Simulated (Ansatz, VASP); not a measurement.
Two plane-wave programs on MnS

```
CELL_PARAMETERS angstrom
5.20900 2.60450 2.60450
2.60450 5.20900 2.60450
2.60450 2.60450 5.20900
ATOMIC_POSITIONS crystal
S 0.25000 0.25000 0.25000
S 0.75000 0.75000 0.75000
Mn 0.00000 0.00000 0.00000
Mn 0.50000 0.50000 0.50000
```

Change from the starting cell: parallel moments scaled by 0.03, plain SCF.

Alike in both runs: task single point; functional PBE; k mesh 6 × 6 × 6; occupations fermi-dirac, width 0.02 eV; collinear spin; Hubbard terms Mn d U = 3.9 eV.

|  | VASP | Ansatz |
| --- | --- | --- |
| version | VASP 6.6.1 | Ansatz 0.2.0 |
| potentials or method | VASP PAW PBE potentials, release 64 (S, Mn_pv), cutoff 520 eV | PAW, plane waves, scalar-relativistic |
| valence electrons in the cell | 38 | 42 |

VASP gave:

| Item | Value |
| --- | --- |
| pressure (GPa) | 4.2 |
| net moment per atom (μB) | 2.50 |
| size of the moment on the site where the two differ most (μB) | 4.59 |

Estimate Ansatz's values.

pressure (GPa): 5.0; net moment per atom (μB): 2.50; size of the moment on the site where the two differ most (μB): 4.50.

Site moments also hang on the region over which each program counts them. The programs project onto different local orbitals, so the same U acts differently, and such runs can settle in different states. VASP's potentials hold 38 valence electrons a cell and Ansatz's 42, so a difference there can come from the potentials and not from the codes.
